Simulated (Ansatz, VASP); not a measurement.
This is a calculation of Ge for VASP 6.6.1.

The input INCAR:

```
PREC = Accurate
ENCUT = 520
EDIFF = 1E-6
ISMEAR = 0
SIGMA = 0.01
LREAL = F
LASPH = T
NELM = 150
ALGO = Normal
ISIF = 2
LWAVE = F
LCHARG = F
ISPIN = 2
MAGMOM = -0.58 0.18
LORBIT = 11
GGA = PS
NBANDS = 25
```

File KPOINTS:

```
regular mesh
0
Gamma
  9 5 10
```

The input POSCAR:

```
Ge
1.0
    2.7942980000      0.0000000000      0.0000000000
    0.0000000000      5.2010320000      0.0000000000
    0.0000000000      0.0000000000      2.6982310000
Ge
2
Direct
    0.5000000000      0.0000000000      0.0000000000
    0.0000000000      0.5000000000      0.0000000000
```

Potentials or basis: VASP PAW PBE potentials, release 64 (Ge_d).

Launch:

```sh
$ cat potpaw_PBE.64/Ge_d/POTCAR > POTCAR
$ mpirun -np 1 vasp_std > vasp.out
```

Question: Set up the same calculation for Ansatz 0.2.0. Potentials there: Ansatz PAW.

Answer: As run (the cutoff follows the program's own potentials):

The input input.yaml:

```yaml
crystal:
  lattice:
    - [2.794298, 0.0, 0.0]
    - [0.0, 5.201032, 0.0]
    - [0.0, 0.0, 2.698231]
  atoms:
    - { symbol: Ge, position: [0.5, 0.0, 0.0], spin: -0.58 }
    - { symbol: Ge, position: [0.0, 0.5, 0.0], spin: 0.18 }
hamiltonian:
  xc: pbesol
  pseudopotentials: { kind: paw }
magnetization:
  spin_polarized: true
kpoints:
  mp_grid: { grid: [9, 5, 10] }
scf:
  occupations: { method: gaussian, width: 0.01 }
output:
  forces: true
  stress: true
  eigenvalues: true
```

Potentials or basis: Ansatz PAW.

Command:

```bash
$ ansatz run input.yaml --threads 2 --pin off --max-ram 5632MiB --backend cpu --events-out ev --progress --plain --runs-dir out
```

Both were run:

|  | VASP | Ansatz | Ansatz less VASP |
| --- | --- | --- | --- |
| gap on the k mesh at the Fermi level (eV) | none | none | - |
| pressure (GPa) | -4.3 | -4.2 | +0.15 |
| traceless stress, the component that is largest in VASP (GPa) | 1.08 | 1.08 | +0.005 |
| net moment per atom (μB) | 0.00 | 0.00 | 0.000 |

VASP's potentials were made for PBE, not for PBEsol. A gap of «none» marks a metal or a gap that the smearing closes. With one functional, cell and mesh, what is left measures potentials, basis and numerics.
